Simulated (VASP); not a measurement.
The system is Li2Sc.

```xyz
3
Lattice="-1.6138 1.6138 4.1015 1.6138 -1.6138 4.1015 1.6138 1.6138 -4.1015" Properties=species:S:1:pos:R:3 pbc="T T T"
Li    0.0000    0.0000    5.5276
Li    0.0000    0.0000    2.6755
Sc    0.0000    0.0000    0.0000
```

* Program: VASP 6.6.1
* Task: relaxation of cell and atoms
* Functional: PBE
* Potentials or basis: VASP PAW PBE potentials, release 64 (Li_sv, Sc_sv)
* Cutoff: 600 eV
* k mesh: 8 × 8 × 8
* Occupations: gaussian, width 0.1 eV
* Spin: no spin polarisation

At the start: pressure 18.3 GPa; volume 14.24 Å³/atom.

Task: How do energy, volume and symmetry change on relaxing?

Result: Over 10 steps the energy falls by 293.4 meV/atom and the volume is 19.81 Å³/atom (+39.1 %); space group I4/mmm (No. 139, to 0.1 Å) before and after.

The path:
```tsv
step	energy change (eV)	largest force (eV/Å)	pressure (GPa)	volume (Å³)
1	0.0000	0.4241	18.33	42.73
2	-0.7379	0.1301	4.48	53.61
3	-0.8298	0.0397	0.55	59.22
4	-0.8327	0.0246	-0.14	60.45
5	-0.8325	0.0193	-0.35	60.85
6	-0.8524	0.0589	-0.40	60.89
7	-0.8726	0.1299	-0.43	60.88
8	-0.8762	0.1135	-0.04	60.10
9	-0.8776	0.0932	0.42	59.22
10	-0.8803	0.0441	0.24	59.44
```

Final structure:
```cif
data_structure
_symmetry_space_group_name_H-M 'P 1'
_symmetry_Int_Tables_number 1
_cell_length_a 5.5249
_cell_length_b 5.5249
_cell_length_c 5.5249
_cell_angle_alpha 143.456
_cell_angle_beta 143.456
_cell_angle_gamma 52.641
_cell_volume 59.44
loop_
_atom_site_label
_atom_site_type_symbol
_atom_site_fract_x
_atom_site_fract_y
_atom_site_fract_z
_atom_site_occupancy
Li1 Li 0.68229 0.68229 0.00000 1
Li2 Li 0.31771 0.31771 0.00000 1
Sc1 Sc 0.00000 0.00000 0.00000 1
```

Caveat: the cutoff is under 1.25 times the usual one of these potentials, so pressure, stress and relaxed cells hold a basis-set (Pulay) error; the volume moved by over 15 % at a fixed basis, so the end points are rough; the relaxation stopped at a loose force limit of 0.05 eV/Å, so its end isn't a converged minimum.
